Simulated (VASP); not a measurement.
# Sr (Fm-3m) in VASP: density of states with PBE

Aim: the density of states of Sr with PBE.

Everything below comes from runs of VASP 6.6.1. Logs are shortened: lines on timing, memory, paths and dates and some standing lists are left out, and cuts for length are marked.

## (1) The cell of the first run

Symmetry: Fm-3m, No. 225, cubic system. The conventional cell has a = 6.026 Å, b = 6.026 Å, c = 6.026 Å, α = 90.00°, β = 90.00°, γ = 90.00°. Sr (site symmetry m-3m) has 12 Sr at 4.26 Å within 5.6 Å.

## (2) Density of states, PBE

File POSCAR:

```
Sr
1.0
    0.0000000000      3.0128201084      3.0128201084
    3.0128201084      0.0000000000      3.0128201084
    3.0128201084      3.0128201084      0.0000000000
Sr
1
Direct
    0.0000000000      0.0000000000      0.0000000000
```

File INCAR.step1:

```
SYSTEM = Sr
PREC = Accurate
ENCUT = 520
EDIFF = 1E-6
ISMEAR = 0
SIGMA = 0.1
LREAL = .FALSE.
LASPH = .TRUE.
NELM = 60
ALGO = Fast
ISIF = 2
LWAVE = .FALSE.
LCHARG = .TRUE.
GGA = PE
NBANDS = 11
```

File KPOINTS.step1:

```
regular mesh
0
G
  12 12 12
  0 0 0
```

File INCAR.step2:

```
SYSTEM = Sr
PREC = Accurate
ENCUT = 520
EDIFF = 1E-6
ISMEAR = -5
SIGMA = 0.1
LREAL = .FALSE.
LASPH = .TRUE.
NELM = 60
ALGO = Fast
ISIF = 2
LWAVE = .FALSE.
LCHARG = .FALSE.
GGA = PE
LORBIT = 11
NEDOS = 1001
ICHARG = 11
```

File KPOINTS.step2:

```
regular mesh
0
G
  18 18 18
  0 0 0
```

Potentials or basis: VASP PAW PBE potentials, release 64 (Sr_sv).

The run is started by

```sh
> cat potpaw_PBE.64/Sr_sv/POTCAR > POTCAR
> cp INCAR.step1 INCAR
> cp KPOINTS.step1 KPOINTS
> mpirun -np 1 vasp_std > vasp.out
> cp INCAR.step2 INCAR
> cp KPOINTS.step2 KPOINTS
> mpirun -np 1 vasp_std > vasp.out
```

OUTCAR:

```text
SYSTEM = Sr
   PREC = Accurate
   ENCUT = 520
   EDIFF = 1E-6
   ISMEAR = -5
   LREAL = .FALSE.
   LASPH = .TRUE.
   NELM = 60
   ISIF = 2
   GGA = PE
   LORBIT = 11
   ICHARG = 11

 ion  position               nearest neighbor table
   1  0.000  0.000  0.000-

  LATTYP: Found a face centered cubic cell.
 ALAT       =     6.0256402168

  Lattice vectors:

 A1 = (   0.0000000000,   3.0128201084,   3.0128201084)
 A2 = (   3.0128201084,   0.0000000000,   3.0128201084)
 A3 = (   3.0128201084,   3.0128201084,   0.0000000000)

Analysis of symmetry for initial positions (statically):
=====================================================================
 Subroutine PRICEL returns:
 Original cell was already a primitive cell.

 Routine SETGRP: Setting up the symmetry group for a
 face centered cubic supercell.

 Subroutine GETGRP returns: Found 48 space group operations
 (whereof 48 operations were pure point group operations)
 out of a pool of 48 trial point group operations.

The static configuration has the point symmetry O_h .

Analysis of symmetry for dynamics (positions and initial velocities):
=====================================================================
 Subroutine PRICEL returns:
 Original cell was already a primitive cell.

 Routine SETGRP: Setting up the symmetry group for a
 face centered cubic supercell.

 Subroutine GETGRP returns: Found 48 space group operations
 (whereof 48 operations were pure point group operations)
 out of a pool of 48 trial point group operations.

The dynamic configuration has the point symmetry O_h .

 Subroutine INISYM returns: Found 48 space group operations
 (whereof 48 operations are pure point group operations),
 and found     1 'primitive' translations

----------------------------------------------------------------------------------------

                                     Primitive cell

  volume of cell :      54.6952

  direct lattice vectors                    reciprocal lattice vectors
     0.000000000  3.012820108  3.012820108    -0.165957469  0.165957469  0.165957469
     3.012820108  0.000000000  3.012820108     0.165957469 -0.165957469  0.165957469
     3.012820108  3.012820108  0.000000000     0.165957469  0.165957469 -0.165957469

  length of vectors
[... 81 lines left out ...]
   NELM   =     60;   NELMIN=  2; NELMDL=  0     # of ELM steps
   EDIFF  = 0.1E-05   stopping-criterion for ELM
   LREAL  =      F    real-space projection
   EDIFFG = 0.1E-04   stopping-criterion for IOM
   NSW    =      0    number of steps for IOM
   IBRION =     -1    ionic relax: 0-MD 1-quasi-New 2-CG
   NFREE  =      0    steps in history (QN), initial steepest desc. (CG)
   ISIF   =      2    stress and relaxation
   ISYM   =      2    0-nonsym 1-usesym 2-fastsym
   POTIM  = 0.5000    time-step for ionic-motion
   TEBEG  =    0.0;   TEEND  =   0.0 temperature during run
   PSTRESS=    0.0 pullay stress
   NELECT =      10.0000    total number of electrons
   NUPDOWN=      -1.0000    fix difference up-down
   EMIN   =  10.00;   EMAX   =-10.00  energy-range for DOS
   EFERMI =   0.00;   METHOD = LEGACY
   ISMEAR =    -5;   SIGMA  =   0.10  broadening in eV -4-tet -1-fermi 0-gaus
   EFERMI_NEDOS =   21; number of points for ismear=-14 and -15
   IALGO  =     68    algorithm
   IMIX   =      4    mixing-type and parameters
     AMIX     =   0.40;   BMIX     =  1.00
     AMIX_MAG =   1.60;   BMIX_MAG =  1.00
  volume/ion in A,a.u.               =      54.70       369.10
  Fermi-wavevector in a.u.,A,eV,Ry     =   0.929162  1.755862 11.746492  0.863343
  Thomas-Fermi vector in A             =   2.055416
   LORBIT       =     11    0 simple, 1 ext, 2 COOP (PROOUT), +10 PAW based schemes
   GGA     = PE    functional components
   LHFCALC =     F    Hartree Fock is set to
   AEXX    =    0.0000 exact exchange contribution
   IVDW    =     0    specifies the selected vdW correction
   LEPSILON=     F    determine dielectric tensor
   LRPA    =     F    only Hartree local field effects (RPA)
 non-spin polarized calculation
 RMM-DIIS sequential band-by-band and
 Fermi weights with tetrahedron method with Bloechl corrections
  energy-cutoff  :      520.00
  volume of cell :       54.70
 maximum number of plane-waves:      1488

 number of electron      10.0000000 magnetization

 Free energy of the ion-electron system (eV)
  ---------------------------------------------------
  ext. energy  EPLUGINS =         0.00000000
  ---------------------------------------------------
  free energy    TOTEN  =        -1.63720351 eV

  energy without entropy =       -1.63720351  energy(sigma->0) =       -1.63720351

 E-fermi :   1.6404     XC(G=0):  -7.3663

 val. band max:        1.6552804724   @ k =  -0.2778   0.4444   0.2222
 cond. band min:       1.6131624537   @ k =  -0.3889   0.2778   0.0556
 fundamental gap:     -0.0421180187
 Fermi energy:         1.6403654649

 k-point     1 :       0.0000    0.0000    0.0000
  band No.  band energies     occupation
      1     -35.0052      2.00000
      2     -16.8922      2.00000
      3     -16.8922      2.00000
      4     -16.8922      2.00000
      5      -2.0509      2.00000
      6       3.9524      0.00000
      7       3.9524      0.00000
      8       3.9524      0.00000
      9       5.4266      0.00000
[... 265 lines left out ...]
 k-point    24 :      -0.2222    0.0556    0.0000
  band No.  band energies     occupation
      1     -34.9983      2.00000
      2     -16.9882      2.00000
      3     -16.9117      2.00000
      4     -16.9031      2.00000
      5      -1.1275      2.00000
      6       2.9100      0.00000
      7       4.0286      0.00000
      8       4.1794      0.00000
      9       5.1123      0.00000

 [... further k-points ...]
[... 5 lines left out ...]
  --------------------------------------------------------------------------------------
  -------------------------------------------------------------------------------------
  Total       -0.0164442     -0.0164442     -0.0164442      0.0000000      0.0000000     -0.0000000
  in kB       -0.4816956     -0.4816956     -0.4816956      0.0000000      0.0000000     -0.0000000
  external PRESSURE =      -0.4816956 kB  Pullay stress =       0.0000000 kB

 VOLUME and BASIS-vectors are now :
 -----------------------------------------------------------------------------
  energy-cutoff  :      520.00
  volume of cell :       54.70
      direct lattice vectors                 reciprocal lattice vectors
     0.000000000  3.012820108  3.012820108    -0.165957469  0.165957469  0.165957469
     3.012820108  0.000000000  3.012820108     0.165957469 -0.165957469  0.165957469
     3.012820108  3.012820108  0.000000000     0.165957469  0.165957469 -0.165957469

 POSITION                                       TOTAL-FORCE (eV/Angst)
 -----------------------------------------------------------------------------------
      0.00000      0.00000      0.00000         0.000000      0.000000     -0.000000
 -----------------------------------------------------------------------------------
    total drift:                                0.000000      0.000000      0.000000

  FREE ENERGIE OF THE ION-ELECTRON SYSTEM (eV)
  ---------------------------------------------------
  free  energy   TOTEN  =        -1.6372035131 eV

  energy  without entropy=       -1.6372035131  energy(sigma->0) =       -1.63720351

 total charge

# of ion       s       p       d       tot
------------------------------------------
    1        2.065   5.712   0.136   7.912
```

OSZICAR.step1:

```text
N       E                     dE             d eps       ncg     rms          rms(c)
DAV:   1     0.364585038394E+02    0.36459E+02   -0.47725E+03  1592   0.782E+02
DAV:   2     0.104710852486E+00   -0.36354E+02   -0.35790E+02  1847   0.152E+02
DAV:   3    -0.157444972853E+01   -0.16792E+01   -0.16609E+01  2344   0.243E+01
DAV:   4    -0.163719024445E+01   -0.62741E-01   -0.62696E-01  2080   0.452E+00
DAV:   5    -0.163876172632E+01   -0.15715E-02   -0.15714E-02  2238   0.519E-01    0.112E+01
RMM:   6    -0.163953555369E+01   -0.77383E-03   -0.61551E-03  1660   0.920E-01    0.636E+00
RMM:   7    -0.163996917329E+01   -0.43362E-03   -0.12184E-02  1766   0.134E+00    0.276E-01
RMM:   8    -0.164003102178E+01   -0.61848E-04   -0.23177E-03  2115   0.349E-01    0.597E-02
RMM:   9    -0.164010206691E+01   -0.71045E-04   -0.48658E-04  2473   0.101E-01    0.474E-02
RMM:  10    -0.164012465380E+01   -0.22587E-04   -0.83042E-05  2268   0.559E-02    0.651E-02
RMM:  11    -0.164012289787E+01    0.17559E-05   -0.41209E-05  2388   0.355E-02    0.647E-03
RMM:  12    -0.164012370671E+01   -0.80884E-06   -0.56704E-06  2084   0.109E-02
   1 F= -.16401237E+01 E0= -.16364140E+01  d E =-.741934E-02
```

Run time: 28 s. Hardware: 1 thread of Intel Xeon 6975P-C (Granite Rapids), shared host; peak memory 0.24 GiB.

Results:

```
Valence electrons inside the program's atomic spheres : Sr 7.91
```

Caveat: tetrahedron occupations give inexact forces and stress in metals.
